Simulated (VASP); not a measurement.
Set up this calculation in VASP 6.6.1, as the native input.

* Task: single point
* Functional: r2SCAN
* Potentials or basis: VASP PAW PBE potentials, release 64 (Ni, Ge_d)
* Cutoff: 520 eV
* k mesh: 6 × 6 × 6
* Occupations: gaussian, width 0.4 eV
* Spin: no spin polarisation
* Dipole correction: no
* Further INCAR settings: ALGO = Normal; EDIFF = 1e-07; NBANDS = 30

Ni3Ge:

```
Ni Ge
1.0
     3.53033    0.00000    0.00000
     0.00000    3.53033    0.00000
     0.00000    0.00000    3.53033
Ni Ge
3 1
Direct
  0.50000 0.00000 0.50000
  0.00000 0.50000 0.50000
  0.50000 0.50000 0.00000
  0.00000 0.00000 0.00000
```

The input as run:

POSCAR

```
Ni3Ge
1.0
    3.5303341067      0.0000000000      0.0000000000
    0.0000000000      3.5303341067      0.0000000000
    0.0000000000      0.0000000000      3.5303341067
Ni Ge
3 1
Direct
    0.5000000000      0.0000000000      0.5000000000
    0.0000000000      0.5000000000      0.5000000000
    0.5000000000      0.5000000000      0.0000000000
    0.0000000000      0.0000000000      0.0000000000
```

INCAR.step1

```
SYSTEM = Ni3Ge
ALGO = Normal ; EDIFF = 1E-4
ENCUT = 520 ; GGA = PE
ISMEAR = 0 ; LASPH = .True.
LCHARG = .False. ; LREAL = .False.
LWAVE = .True. ; NBANDS = 30
NELM = 100 ; PREC = Accurate
SIGMA = 0.4
```

INCAR.step2

```
SYSTEM = Ni3Ge
ALGO = Normal ; EDIFF = 1E-7
ENCUT = 520 ; ISIF = 2
ISMEAR = 0 ; ISTART = 1
LASPH = .True. ; LCHARG = .False.
LMIXTAU = .True. ; LREAL = .False.
LWAVE = .False. ; METAGGA = R2SCAN
NBANDS = 30 ; NELM = 100
PREC = Accurate ; SIGMA = 0.4
```

KPOINTS

```
k-points
0
Gamma
  6 6 6
  0 0 0
```

Potentials or basis: VASP PAW PBE potentials, release 64 (Ni, Ge_d).

Command:

```sh
$ cat potpaw_PBE.64/Ni/POTCAR potpaw_PBE.64/Ge_d/POTCAR > POTCAR
$ cp INCAR.step1 INCAR
$ mpirun -np 1 vasp_std > vasp.out
$ cp INCAR.step2 INCAR
$ mpirun -np 1 vasp_std > vasp.out
```

It gave:

```yaml
Pressure: 1.2 GPa
Band_gap_on_the_k_mesh: zero (band 22 reaches 10.20 eV, above the bottom of band 23 at 9.94 eV)
```

Caveat: the PAW data sets were made with another functional, which shifts forces and pressure a little.

It took 78 s on 1 thread of Intel(R) Xeon(R) Platinum 8488C (Sapphire Rapids) (shared host), peak memory 0.18 GiB.
